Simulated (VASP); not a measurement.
LaCd2Ge2, 5 atoms in the cell. The structure is tetragonal, space group I4/mmm (No. 139). The conventional cell has a = 4.603 Å, b = 4.603 Å, c = 11.740 Å, α = 90.00°, β = 90.00°, γ = 90.00°. La (site symmetry 4/mmm) has 10 Ge at 3.50 to 4.59 Å and 8 Cd at 3.73 Å and 4 La at 4.60 Å within 4.7 Å. Ge (site symmetry 4mm) has 1 Ge at 2.56 Å and 4 Cd at 2.83 Å and 4 La at 3.50 Å within 3.5 Å. Cd (site symmetry -4m2) has 4 Ge at 2.83 Å and 4 Cd at 3.25 Å and 4 La at 3.73 Å within 3.8 Å. 

| Item | Value |
| --- | --- |
| Program | VASP 6.6.1 |
| Task | single point |
| Functional | PBE |
| Potentials or basis | VASP PAW PBE potentials, release 64 (La, Ge_d, Cd) |
| Cutoff | 520 eV |
| k mesh | 8 × 8 × 8 |
| Occupations | fermi-dirac, width 0.017 eV |
| Spin | no spin polarisation |
| Dipole correction | no |
| Further INCAR settings | ALGO = Normal; EDIFF = 1e-07; NBANDS = 40 |

Potentials or basis: VASP PAW PBE potentials, release 64 (La, Ge_d, Cd).

Launch:

```sh
$ cat potpaw_PBE.64/La/POTCAR potpaw_PBE.64/Ge_d/POTCAR potpaw_PBE.64/Cd/POTCAR > POTCAR
$ mpirun -np 1 vasp_std > vasp.out
```

Hardware: 1 thread of Intel(R) Xeon(R) Platinum 8488C (Sapphire Rapids), with other jobs on the host.

Problem. How long does it take, and how much memory?

Solution. Wall time 4 min on 1 thread of Intel(R) Xeon(R) Platinum 8488C (Sapphire Rapids) (shared host), peak memory 0.47 GiB. Counts: scf iterations 14, k points 59.
